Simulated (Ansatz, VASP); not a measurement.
Two plane-wave programs on Si2W

INCAR

```
SYSTEM = Si2W
PREC = Accurate
ENCUT = 520
EDIFF = 1E-6
ISMEAR = 0
SIGMA = 0.15
LREAL = .False.
LASPH = .True.
NELM = 60
ALGO = Normal
ISIF = 2
LWAVE = .False.
LCHARG = .False.
GGA = PE
NBANDS = 18
```

KPOINTS

```
Automatic mesh
0
Gamma
  18 18 18
  0 0 0
```

Contents of POSCAR:

```
Si2W
1.0
   -1.6641748970      1.6641748970      3.7029555634
    1.6641748970     -1.6641748970      3.7029555634
    1.6641748970      1.6641748970     -3.7029555634
Si W
2 1
Direct
    0.3239844684      0.3239844684      0.0000000000
    0.6760155316      0.6760155316      0.0000000000
    0.0000000000      0.0000000000      0.0000000000
```

Input for Ansatz:

```yaml
crystal:
  lattice:
    - [-1.664174897, 1.664174897, 3.7029555634]
    - [1.664174897, -1.664174897, 3.7029555634]
    - [1.664174897, 1.664174897, -3.7029555634]
  atoms:
    - { symbol: Si, position: [0.3239844684, 0.3239844684, 0.0] }
    - { symbol: Si, position: [0.6760155316, 0.6760155316, 0.0] }
    - { symbol: W, position: [0.0, 0.0, 0.0] }
basis:
  ecutwfc: 420
kpoints:
  mp_grid: { grid: [18, 18, 18] }
hamiltonian:
  xc: pbe
  pseudopotentials: { kind: paw, azcp: { folder: soft_1 } }
scf:
  occupations: { method: gaussian, width: 0.15 }
output:
  forces: true
  stress: true
  eigenvalues: true
```

Alike in both runs: task single point; functional PBE; k mesh 18 × 18 × 18; occupations gaussian, width 0.15 eV; no spin polarisation.

|  | VASP | Ansatz |
| --- | --- | --- |
| version | VASP 6.6.1 | Ansatz 0.2.0 |
| potentials or method | VASP PAW PBE potentials, release 64 (Si, W_sv), cutoff 520 eV | scalar-relativistic, plane waves, PAW |
| valence electrons in the cell | 22 | 22 |

|  | VASP | Ansatz | Ansatz less VASP |
| --- | --- | --- | --- |
| gap on the k mesh at the Fermi level (eV) | none | none | - |
| pressure (GPa) | 4.9 | 4.9 | 0.00 |
| traceless stress, the component that is largest in VASP (GPa) | 31.58 | 31.60 | +0.017 |
| rms of the force components (eV/Å) | 1.020 | 1.021 | +0.0002 |

Atom by atom the forces differ by 0.000 eV/Å (rms over components). A gap of «none» marks a metal or a gap that the smearing closes.

Neither program's run includes spin-orbit coupling.
